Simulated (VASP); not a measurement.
# Hf3Au: single point with LDA

Crystal: Hf3Au.

```
Hf Au
1.0
     4.35065    0.00000    0.00000
     0.00000    4.35065    0.00000
     0.00000    0.00000    4.35065
Hf Au
3 1
Direct
  0.50000 0.00000 0.00000
  0.00000 0.50000 0.00000
  0.00000 0.00000 0.50000
  0.50000 0.50000 0.50000
```

```yaml
Program: VASP 6.6.1
Task: single point
Functional: LDA
Potentials_or_basis: VASP PAW LDA potentials, release 64 (Hf_pv, Au)
Cutoff: 520 eV
k_mesh: 5 × 5 × 5
Occupations: fermi-dirac, width 0.1 eV
Spin: no spin polarisation
```

```
Pressure : -9.4 GPa
```

Levels at points of the mesh, in eV from the Fermi level:
```tsv
k point	band 19	band 20	band 21	band 22	band 23	band 24
(0.00, 0.00, 0.00)	-0.61	0.03	0.03	2.28	2.28	2.28
```

Run time: 10 s on 1 thread of Intel Xeon 6975P-C, with other jobs on the host, peak memory 0.16 GiB.

Caveat: spin-orbit coupling is left out, which moves the levels of the heavy elements.
